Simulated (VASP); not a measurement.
Set up this calculation in VASP 6.6.1, as the native input.

| Quantity | Value |
| --- | --- |
| Task | single point |
| Functional | r2SCAN |
| Potentials or basis | VASP PAW PBE potentials, release 64 (Al) |
| Cutoff | 520 eV |
| k mesh | 21 × 21 × 10 |
| Occupations | gaussian, width 0.15 eV |
| Spin | no spin polarisation |
| Dipole correction | no |
| Further INCAR settings | ALGO = Normal; EDIFF = 1e-06; NBANDS = 10 |

Crystal: Al.

```
Al
1.0
     3.05855    0.00000    0.00000
    -1.52927    2.64878    0.00000
     0.00000    0.00000    4.86685
Al
2
Direct
  0.66667 0.33333 0.75000
  0.33333 0.66667 0.25000
```

This cell differs from its parent crystal: strain +0.0875 x Voigt [1, 1, 0, 0, 0, 0].

The input as run:

POSCAR

```
Al
1.0
    3.0585451948      0.0000000000      0.0000000000
   -1.5292725973      2.6487778373      0.0000000000
    0.0000000000      0.0000000000      4.8668500000
Al
2
Direct
    0.6666666667      0.3333333333      0.7500000000
    0.3333333333      0.6666666667      0.2500000000
```

INCAR.step1

```
PREC = Accurate ; ENCUT = 520
ISMEAR = 0 ; SIGMA = 0.15
LREAL = F ; LASPH = T
NELM = 80 ; NBANDS = 10
GGA = PE ; ALGO = Normal
EDIFF = 1E-4 ; LWAVE = T
LCHARG = F
```

INCAR.step2

```
PREC = Accurate ; ENCUT = 520
EDIFF = 1E-6 ; ISMEAR = 0
SIGMA = 0.15 ; LREAL = F
LASPH = T ; NELM = 80
ALGO = Normal ; ISIF = 2
LWAVE = F ; LCHARG = F
METAGGA = R2SCAN ; LMIXTAU = T
NBANDS = 10 ; ISTART = 1
```

KPOINTS

```
regular mesh
0
Gamma
  21 21 10
```

Potentials or basis: VASP PAW PBE potentials, release 64 (Al).

Command:

```console
$ cat potpaw_PBE.64/Al/POTCAR > POTCAR
$ cp INCAR.step1 INCAR
$ mpirun -np 1 vasp_std > vasp.out
$ cp INCAR.step2 INCAR
$ mpirun -np 1 vasp_std > vasp.out
```

It gave:

The pressure is -11.4 GPa and the band gap on the k mesh is zero (bands 3 and 4 overlap by 7.56 eV).

Caveat: the cell differs from its parent crystal (strain +0.0875 x Voigt [1, 1, 0, 0, 0, 0]); the cell stands under tension; the PAW data sets were made with another functional, which shifts forces and pressure a little.

Run time: 5.5 min on 1 thread of Intel Xeon 8259CL, on a shared host, peak memory 0.23 GiB.
